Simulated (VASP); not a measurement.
Write the native input for VASP 6.6.1 that does the following.

* Task: single point
* Functional: PBEsol
* Dispersion: D4
* Potentials or basis: VASP PAW PBE potentials, release 64 (Sn_d, O)
* Cutoff: 520 eV
* k mesh: 7 × 7 × 6
* Occupations: fermi-dirac, width 0.05 eV
* Spin: no spin polarisation
* Dipole correction: no
* Further INCAR settings: ALGO = Normal; EDIFF = 1e-06; NBANDS = 28

The structure of SnO lies in POSCAR:

```
SnO
1.0
    3.7880991788      0.0000000000      0.0000000000
    0.0000000000      3.7880991788      0.0000000000
    0.0000000000      0.0000000000      4.8541142359
Sn O
2 2
Direct
    0.5000000000      0.0000000000      0.7646261400
    0.0000000000      0.5000000000      0.2353738600
    0.0000000000      0.0000000000      0.0000000000
    0.5000000000      0.5000000000      0.0000000000
```

One way to write it, as run:

INCAR

```
SYSTEM = SnO
ALGO     = Normal         ! electronic algorithm
EDIFF    = 1E-6           ! SCF threshold, eV
ENCUT    = 520            ! plane-wave cutoff, eV
GGA      = PS             ! functional
ISIF     = 2              ! what is computed and relaxed
ISMEAR   = -1             ! smearing method
IVDW     = 13             ! dispersion correction
LASPH    = .TRUE.         ! aspherical terms in the spheres
LCHARG   = .FALSE.        ! write CHGCAR
LREAL    = .FALSE.        ! projectors in reciprocal space
LWAVE    = .FALSE.        ! write WAVECAR
NBANDS   = 28             ! bands
NELM     = 80             ! most SCF steps
PREC     = Accurate       ! precision mode
SIGMA    = 0.05           ! smearing width, eV
```

KPOINTS

```
k-points
0
G
  7 7 6
  0 0 0
```

Potentials or basis: VASP PAW PBE potentials, release 64 (Sn_d, O).

Command:

```console
$ cat potpaw_PBE.64/Sn_d/POTCAR potpaw_PBE.64/O/POTCAR > POTCAR
$ mpirun -np 1 vasp_std > vasp.out
```

It gave:

| Property | Result |
| --- | --- |
| Pressure | 0.3 GPa |
| Largest force | 0.452 eV/Å |
| Band gap on the k mesh | 0.30 eV, indirect (least direct gap 1.95 eV) |
| Dispersion energy per atom | -0.157 eV |

Caveat: the PAW data sets were made with another functional, which shifts forces and pressure a little; spin-orbit coupling is left out, which moves the levels of the heavy elements.

Run time: 45 s on 1 thread of Intel(R) Xeon(R) Platinum 8375C CPU @ 2.90GHz (Ice Lake), with other jobs on the host, peak memory 0.21 GiB.
